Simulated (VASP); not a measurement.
# GaCo (Pm-3m) in VASP: a series of runs, part 2 of 3

VASP 6.6.1. The steps go on from the part before.

## (4) Single point, LDA (volume scaled by 0.8)

Input file INCAR:

```
SYSTEM = GaCo
PREC = Accurate
ENCUT = 520
EDIFF = 1E-6
ISMEAR = -1
SIGMA = 0.08
LREAL = .FALSE.
LASPH = .TRUE.
NELM = 100
ALGO = Normal
ISIF = 2
LWAVE = .FALSE.
LCHARG = .FALSE.
NBANDS = 18
```

Input file KPOINTS:

```
Automatic mesh
0
G
  11 11 11
  0 0 0
```

Input file POSCAR:

```
GaCo
1.0
    2.6716985326      0.0000000000      0.0000000000
    0.0000000000      2.6716985326      0.0000000000
    0.0000000000      0.0000000000      2.6716985326
Ga Co
1 1
Direct
    0.5000000000      0.5000000000      0.5000000000
    0.0000000000      0.0000000000      0.0000000000
```

Potentials or basis: VASP PAW LDA potentials, release 64 (Ga_d, Co).

Command:

```console
$ cat potpaw_LDA.64/Ga_d/POTCAR potpaw_LDA.64/Co/POTCAR > POTCAR
$ mpirun -np 1 vasp_std > vasp.out
```

OUTCAR:

```text
SYSTEM = GaCo
   PREC = Accurate
   ENCUT = 520
   EDIFF = 1E-6
   ISMEAR = -1
   LREAL = .FALSE.
   LASPH = .TRUE.
   NELM = 100
   ISIF = 2

 ion  position               nearest neighbor table
   1  0.500  0.500  0.500-   2 2.31   2 2.31   2 2.31   2 2.31   2 2.31   2 2.31   2 2.31   2 2.31

   2  0.000  0.000  0.000-   1 2.31   1 2.31   1 2.31   1 2.31   1 2.31   1 2.31   1 2.31   1 2.31

  LATTYP: Found a simple cubic cell.
 ALAT       =     2.6716985326

  Lattice vectors:

 A1 = (   2.6716985326,   0.0000000000,   0.0000000000)
 A2 = (   0.0000000000,   2.6716985326,   0.0000000000)
 A3 = (   0.0000000000,   0.0000000000,   2.6716985326)

Analysis of symmetry for initial positions (statically):
=====================================================================
 Subroutine PRICEL returns:
 Original cell was already a primitive cell.

 Routine SETGRP: Setting up the symmetry group for a
 simple cubic supercell.

 Subroutine GETGRP returns: Found 48 space group operations
 (whereof 48 operations were pure point group operations)
 out of a pool of 48 trial point group operations.

The static configuration has the point symmetry O_h .

Analysis of symmetry for dynamics (positions and initial velocities):
=====================================================================
 Subroutine PRICEL returns:
 Original cell was already a primitive cell.

 Routine SETGRP: Setting up the symmetry group for a
 simple cubic supercell.

 Subroutine GETGRP returns: Found 48 space group operations
 (whereof 48 operations were pure point group operations)
 out of a pool of 48 trial point group operations.

The dynamic configuration has the point symmetry O_h .

 Subroutine INISYM returns: Found 48 space group operations
 (whereof 48 operations are pure point group operations),
 and found     1 'primitive' translations

----------------------------------------------------------------------------------------
[... 105 lines left out ...]
   NUPDOWN=      -1.0000    fix difference up-down
   EMIN   =  10.00;   EMAX   =-10.00  energy-range for DOS
   EFERMI =   0.00;   METHOD = LEGACY
   ISMEAR =    -1;   SIGMA  =   0.08  broadening in eV -4-tet -1-fermi 0-gaus
   EFERMI_NEDOS =   21; number of points for ismear=-14 and -15
   IALGO  =     38    algorithm
   IMIX   =      4    mixing-type and parameters
     AMIX     =   0.40;   BMIX     =  1.00
     AMIX_MAG =   1.60;   BMIX_MAG =  1.00
  volume/ion in A,a.u.               =       9.54        64.35
  Fermi-wavevector in a.u.,A,eV,Ry     =   1.716966  3.244595 40.109581  2.947971
  Thomas-Fermi vector in A             =   2.794053
   LORBIT       =      0    0 simple, 1 ext, 2 COOP (PROOUT), +10 PAW based schemes
   GGA     = CA    functional components
   LHFCALC =     F    Hartree Fock is set to
   AEXX    =    0.0000 exact exchange contribution
   IVDW    =     0    specifies the selected vdW correction
   LEPSILON=     F    determine dielectric tensor
   LRPA    =     F    only Hartree local field effects (RPA)
 non-spin polarized calculation
  energy-cutoff  :      520.00
  volume of cell :       19.07
 maximum number of plane-waves:       526
 NGX is ok and might be reduce to    20
   NGX =  9   NGY =  9   NGZ =  9

 number of electron      21.9999994 magnetization

 Free energy of the ion-electron system (eV)
  ---------------------------------------------------
  ext. energy  EPLUGINS =         0.00000000
  ---------------------------------------------------
  free energy    TOTEN  =       -12.12920822 eV

  energy without entropy =      -12.10902266  energy(sigma->0) =      -12.11911544

 E-fermi :  12.9363     XC(G=0): -14.9056

 val. band max:       12.8805850404   @ k =   0.4545   0.3636   0.2727
 cond. band min:      12.9740681907   @ k =   0.4545   0.3636   0.0909
 fundamental gap:      0.0934831504
 Fermi energy:        12.9362574925

 k-point     1 :       0.0000    0.0000    0.0000
  band No.  band energies     occupation
      1      -2.9407      2.00000
      2      -2.9407      2.00000
      3      -2.3069      2.00000
      4      -2.3069      2.00000
      5      -2.3069      2.00000
      6      -1.1518      2.00000
[... 481 lines left out ...]
      5      -2.3150      2.00000
      6       0.8837      2.00000
[... 10 lines left out ...]
     17      30.3661      0.00000
     18      30.8089      0.00000

 [... further k-points ...]
[... 5 lines left out ...]
  --------------------------------------------------------------------------------------
  -------------------------------------------------------------------------------------
  Total        5.7532340      5.7532340      5.7532340      0.0000000     -0.0000000      0.0000000
  in kB      483.3483769    483.3483769    483.3483769      0.0000000     -0.0000000      0.0000000
  external PRESSURE =     483.3483769 kB  Pullay stress =       0.0000000 kB

 VOLUME and BASIS-vectors are now :
 -----------------------------------------------------------------------------
  energy-cutoff  :      520.00
  volume of cell :       19.07
      direct lattice vectors                 reciprocal lattice vectors
     2.671698533  0.000000000  0.000000000     0.374293727  0.000000000  0.000000000
     0.000000000  2.671698533  0.000000000     0.000000000  0.374293727  0.000000000
     0.000000000  0.000000000  2.671698533     0.000000000  0.000000000  0.374293727

 POSITION                                       TOTAL-FORCE (eV/Angst)
 -----------------------------------------------------------------------------------
      1.33585      1.33585      1.33585         0.000000      0.000000      0.000000
      0.00000      0.00000      0.00000         0.000000      0.000000      0.000000
 -----------------------------------------------------------------------------------
    total drift:                               -0.000000      0.000000     -0.000000

  FREE ENERGIE OF THE ION-ELECTRON SYSTEM (eV)
  ---------------------------------------------------
  free  energy   TOTEN  =       -12.1292082157 eV

  energy  without entropy=      -12.1090226621  energy(sigma->0) =      -12.11911544
```

stdout:

```text
POSCAR found type information on POSCAR GaCo
 POSCAR found :  2 types and       2 ions
 scaLAPACK will be used
 LDA part: xc-table for (Slater(with rela. corr.)+CA(PZ))
 , standard interpolation
 POSCAR, INCAR and KPOINTS ok, starting setup
 FFT: planning ... GRIDC
 FFT: planning ... GRID_SOFT
 FFT: planning ... GRID
 WAVECAR not read
 entering main loop
```

Run time: 5.7 s. Hardware: 1 thread of Intel Xeon 6975P-C (Granite Rapids), shared host; peak memory 0.13 GiB.

Results:

| Item | Value |
| --- | --- |
| Free energy | -12.1292 eV |
| Pressure | 48.3 GPa |
| Band gap on the k mesh | zero (band 11 reaches 15.13 eV, above the bottom of band 12 at 12.65 eV) |

 Spin polarisation is off, so any magnetic state and its effect on volume and gap are missing.

## (5) Single point, LDA (volume scaled by 0.86)

Input file INCAR:

```
ALGO = Normal
EDIFF = 1E-7
ENCUT = 520
GGA = CA
ISIF = 2
ISMEAR = -1
LASPH = True
LCHARG = False
LREAL = False
LWAVE = False
NBANDS = 18
NELM = 80
PREC = Accurate
SIGMA = 0.08
```

Input file KPOINTS:

```
k-points
0
Gamma
  11 11 11
```

Input file POSCAR:

```
GaCo
1.0
    2.7368874619      0.0000000000      0.0000000000
    0.0000000000      2.7368874619      0.0000000000
    0.0000000000      0.0000000000      2.7368874619
Ga Co
1 1
Direct
    0.5000000000      0.5000000000      0.5000000000
    0.0000000000      0.0000000000      0.0000000000
```

Potentials or basis: VASP PAW LDA potentials, release 64 (Ga_d, Co).

Command:

```console
$ cat potpaw_LDA.64/Ga_d/POTCAR potpaw_LDA.64/Co/POTCAR > POTCAR
$ mpirun -np 1 vasp_std > vasp.out
```

OUTCAR:

```text
EDIFF = 1E-7
   ENCUT = 520
   GGA = CA
   ISIF = 2
   ISMEAR = -1
   LASPH = True
   LREAL = False
   NELM = 80
   PREC = Accurate

 ion  position               nearest neighbor table
   1  0.500  0.500  0.500-   2 2.37   2 2.37   2 2.37   2 2.37   2 2.37   2 2.37   2 2.37   2 2.37

   2  0.000  0.000  0.000-   1 2.37   1 2.37   1 2.37   1 2.37   1 2.37   1 2.37   1 2.37   1 2.37

  LATTYP: Found a simple cubic cell.
 ALAT       =     2.7368874619

  Lattice vectors:

 A1 = (   2.7368874619,   0.0000000000,   0.0000000000)
 A2 = (   0.0000000000,   2.7368874619,   0.0000000000)
 A3 = (   0.0000000000,   0.0000000000,   2.7368874619)

Analysis of symmetry for initial positions (statically):
=====================================================================
 Subroutine PRICEL returns:
 Original cell was already a primitive cell.

 Routine SETGRP: Setting up the symmetry group for a
 simple cubic supercell.

 Subroutine GETGRP returns: Found 48 space group operations
 (whereof 48 operations were pure point group operations)
 out of a pool of 48 trial point group operations.

The static configuration has the point symmetry O_h .

Analysis of symmetry for dynamics (positions and initial velocities):
=====================================================================
 Subroutine PRICEL returns:
 Original cell was already a primitive cell.

 Routine SETGRP: Setting up the symmetry group for a
 simple cubic supercell.

 Subroutine GETGRP returns: Found 48 space group operations
 (whereof 48 operations were pure point group operations)
 out of a pool of 48 trial point group operations.

The dynamic configuration has the point symmetry O_h .

 Subroutine INISYM returns: Found 48 space group operations
 (whereof 48 operations are pure point group operations),
 and found     1 'primitive' translations

----------------------------------------------------------------------------------------
[... 103 lines left out ...]
   PSTRESS=    0.0 pullay stress
   NELECT =      22.0000    total number of electrons
   NUPDOWN=      -1.0000    fix difference up-down
   EMIN   =  10.00;   EMAX   =-10.00  energy-range for DOS
   EFERMI =   0.00;   METHOD = LEGACY
   ISMEAR =    -1;   SIGMA  =   0.08  broadening in eV -4-tet -1-fermi 0-gaus
   EFERMI_NEDOS =   21; number of points for ismear=-14 and -15
   IALGO  =     38    algorithm
   IMIX   =      4    mixing-type and parameters
     AMIX     =   0.40;   BMIX     =  1.00
     AMIX_MAG =   1.60;   BMIX_MAG =  1.00
  volume/ion in A,a.u.               =      10.25        69.17
  Fermi-wavevector in a.u.,A,eV,Ry     =   1.676070  3.167313 38.221625  2.809210
  Thomas-Fermi vector in A             =   2.760578
   LORBIT       =      0    0 simple, 1 ext, 2 COOP (PROOUT), +10 PAW based schemes
   GGA     = CA    functional components
   LHFCALC =     F    Hartree Fock is set to
   AEXX    =    0.0000 exact exchange contribution
   IVDW    =     0    specifies the selected vdW correction
   LEPSILON=     F    determine dielectric tensor
   LRPA    =     F    only Hartree local field effects (RPA)
 non-spin polarized calculation
  energy-cutoff  :      520.00
  volume of cell :       20.50
 maximum number of plane-waves:       561
   NGX = 11   NGY = 11   NGZ = 11

 number of electron      22.0000032 magnetization

 Free energy of the ion-electron system (eV)
  ---------------------------------------------------
  ext. energy  EPLUGINS =         0.00000000
  ---------------------------------------------------
  free energy    TOTEN  =       -12.43442632 eV

  energy without entropy =      -12.41228902  energy(sigma->0) =      -12.42335767

 E-fermi :  11.7271     XC(G=0): -14.4503

 val. band max:       11.6780979201   @ k =   0.4545   0.3636   0.2727
 cond. band min:      11.7716084686   @ k =   0.4545   0.3636   0.0909
 fundamental gap:      0.0935105485
 Fermi energy:        11.7271440405

 k-point     1 :       0.0000    0.0000    0.0000
  band No.  band energies     occupation
      1      -3.8784      2.00000
      2      -3.8784      2.00000
      3      -3.3575      2.00000
      4      -3.3575      2.00000
      5      -3.3575      2.00000
      6      -1.6532      2.00000
[... 481 lines left out ...]
      5      -3.3652      2.00000
      6       0.2635      2.00000
[... 10 lines left out ...]
     17      28.3801      0.00000
     18      28.6908      0.00000

 [... further k-points ...]
[... 5 lines left out ...]
  --------------------------------------------------------------------------------------
  -------------------------------------------------------------------------------------
  Total        2.7694966      2.7694966      2.7694966      0.0000000     -0.0000000      0.0000000
  in kB      216.4415313    216.4415313    216.4415313      0.0000000     -0.0000000      0.0000000
  external PRESSURE =     216.4415313 kB  Pullay stress =       0.0000000 kB

 VOLUME and BASIS-vectors are now :
 -----------------------------------------------------------------------------
  energy-cutoff  :      520.00
  volume of cell :       20.50
      direct lattice vectors                 reciprocal lattice vectors
     2.736887462  0.000000000  0.000000000     0.365378560  0.000000000  0.000000000
     0.000000000  2.736887462  0.000000000     0.000000000  0.365378560  0.000000000
     0.000000000  0.000000000  2.736887462     0.000000000  0.000000000  0.365378560

 POSITION                                       TOTAL-FORCE (eV/Angst)
 -----------------------------------------------------------------------------------
      1.36844      1.36844      1.36844         0.000000      0.000000      0.000000
      0.00000      0.00000      0.00000         0.000000      0.000000      0.000000
 -----------------------------------------------------------------------------------
    total drift:                               -0.000000      0.000000     -0.000000

  FREE ENERGIE OF THE ION-ELECTRON SYSTEM (eV)
  ---------------------------------------------------
  free  energy   TOTEN  =       -12.4344263200 eV

  energy  without entropy=      -12.4122890212  energy(sigma->0) =      -12.42335767
```

OSZICAR:

```text
N       E                     dE             d eps       ncg     rms          rms(c)
DAV:   1     0.992687571490E+02    0.99269E+02   -0.10262E+04  2296   0.228E+03
DAV:   2    -0.727364163596E+01   -0.10654E+03   -0.10221E+03  2068   0.323E+02
DAV:   3    -0.133295041275E+02   -0.60559E+01   -0.60121E+01  2228   0.777E+01
DAV:   4    -0.134242154818E+02   -0.94711E-01   -0.94646E-01  2554   0.930E+00
DAV:   5    -0.134272052118E+02   -0.29897E-02   -0.29895E-02  2450   0.149E+00    0.109E+01
DAV:   6    -0.137314625435E+02   -0.30426E+00   -0.14338E+01  2200   0.494E+01    0.849E+00
DAV:   7    -0.124958904072E+02    0.12356E+01   -0.54380E+00  2192   0.373E+01    0.263E+00
DAV:   8    -0.124402091743E+02    0.55681E-01   -0.14520E-01  2848   0.423E+00    0.591E-01
DAV:   9    -0.124346776399E+02    0.55315E-02   -0.64711E-03  2978   0.125E+00    0.860E-02
DAV:  10    -0.124344448766E+02    0.23276E-03   -0.19080E-04  2648   0.185E-01    0.537E-02
DAV:  11    -0.124344262430E+02    0.18634E-04   -0.26527E-05  2358   0.763E-02    0.376E-03
DAV:  12    -0.124344263265E+02   -0.83571E-07   -0.19758E-06  2648   0.213E-02    0.132E-03
DAV:  13    -0.124344263200E+02    0.65452E-08   -0.91329E-08  1620   0.370E-03
   1 F= -.12434426E+02 E0= -.12423358E+02  d E =-.221373E-01
```

It took 6.6 s on 1 thread of Intel Xeon 6975P-C (Granite Rapids), shared host; peak memory 0.13 GiB.

Results:

- Free energy: -12.4344 eV
- Pressure: 21.6 GPa
- Band gap on the k mesh: zero (band 11 reaches 13.44 eV, above the bottom of band 12 at 11.48 eV)

 Spin polarisation is off, so any magnetic state and its effect on volume and gap are missing.

(Continued in part 3 of 3.)
